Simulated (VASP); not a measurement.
Here is a VASP 6.6.1 calculation.

The input INCAR:

```
  PREC = Accurate
  ENCUT = 520
  EDIFF = 1E-6
  ISMEAR = -1
  SIGMA = 0.08
  LREAL = F
  LASPH = T
  NELM = 80
  ALGO = Normal
  ISIF = 2
  LWAVE = F
  LCHARG = F
  GGA = PE
  NBANDS = 14
```

File KPOINTS:

```
Automatic mesh
0
Gamma
  12 12 7
```

Contents of POSCAR:

```
I
1.0
    3.5661611187      0.0000000000      0.0000000000
   -1.7830805593      3.0883861228      0.0000000000
    0.0000000000      0.0000000000      4.9219372801
I
2
Direct
    0.3333333333      0.6666666667      0.2500000000
    0.6666666667      0.3333333333      0.7500000000
```

Potentials or basis: VASP PAW PBE potentials, release 64 (I).

Launch:

```sh
$ cat potpaw_PBE.64/I/POTCAR > POTCAR
$ mpirun -np 1 vasp_std > vasp.out
```

What does it give for the pressure?

14.7 GPa.

Estimate the band gap on the k mesh.

zero (band 7 reaches 9.24 eV, above the bottom of band 8 at 6.58 eV).

Stress tensor (GPa, compression positive):
```
14.61  0.00  0.00
 0.00 14.61  0.00
 0.00  0.00 14.79
```

Caveat: spin-orbit coupling is left out, which moves the levels of the heavy elements.
